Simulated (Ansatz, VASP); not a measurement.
**Two plane-wave programs on InGa3AsP**

INCAR

```
PREC = Accurate
ENCUT = 600
EDIFF = 1E-6
ISMEAR = 0
SIGMA = 0.1
LREAL = F
LASPH = T
NELM = 80
ALGO = Normal
ISIF = 3
LWAVE = F
LCHARG = F
GGA = PE
IBRION = 2
NSW = 90
EDIFFG = -0.04
```

KPOINTS

```
Automatic mesh
0
Gamma
  6 6 4
```

The input POSCAR:

```
InGa3AsP
1.0
    5.3816619460      0.0000000000      0.0000000000
   -2.6908309730      4.6606559598      0.0000000000
    0.0000000000      0.0000000000      5.0550898626
In Ga P As
1 3 1 1
Direct
    0.3333333333      0.6666666667      0.0000000000
    0.5042956373      0.0085912745      0.5000000000
    0.9914087255      0.4957043627      0.5000000000
    0.5042956373      0.4957043627      0.5000000000
    0.6666666667      0.3333333333      0.0000000000
    0.0000000000      0.0000000000      0.0000000000
```

Input for Ansatz:

```yaml
crystal:
  lattice:
    - [5.381661946, 0.0, 0.0]
    - [-2.690830973, 4.6606559598, 0.0]
    - [0.0, 0.0, 5.0550898626]
  atoms:
    - { symbol: In, position: [0.3333333333, 0.6666666667, 0.0] }
    - { symbol: Ga, position: [0.5042956373, 0.0085912745, 0.5] }
    - { symbol: Ga, position: [0.9914087255, 0.4957043627, 0.5] }
    - { symbol: Ga, position: [0.5042956373, 0.4957043627, 0.5] }
    - { symbol: P, position: [0.6666666667, 0.3333333333, 0.0] }
    - { symbol: As, position: [0.0, 0.0, 0.0] }
basis:
  ecutwfc: 420
kpoints:
  mp_grid: { grid: [6, 6, 4] }
hamiltonian:
  xc: pbe
scf:
  occupations: { method: gaussian, width: 0.1 }
  lower_state_search: "off"
output:
  forces: true
  stress: true
  eigenvalues: true
relax:
  adjacent_minimum: "off"
  f_tol: 0.04
  max_steps: 70
  cell: { stress_tol: 0.4 }
```

Change from the starting cell: species swapped into the LaMnAlNi3 type (P-6m2, No. 187).

Alike in both runs: task relaxation of cell and atoms; functional PBE; k mesh 6 × 6 × 4; occupations gaussian, width 0.1 eV; no spin polarisation.

|  | VASP | Ansatz |
| --- | --- | --- |
| version | VASP 6.6.1 | Ansatz 0.2.0 |
| potentials or method | VASP PAW PBE potentials, release 64 (In_d, Ga_d, P, As), cutoff 600 eV | scalar-relativistic, plane waves, PAW |
| valence electrons in the cell | 62 | 72 |

```tsv
	VASP	Ansatz	Ansatz less VASP
gap on the k mesh at the Fermi level, each at its own relaxed structure (eV)	none	none	-
relaxed volume (Å³/atom)	21.23	21.23	+0.004
relaxed length of the cell vector where the two differ most in proportion (Å)	5.080	5.096	+0.0159
```

A gap of «none» marks a metal or a gap that the smearing closes. VASP's potentials hold 62 valence electrons a cell and Ansatz's 72, so a difference there can come from the potentials and not from the codes.
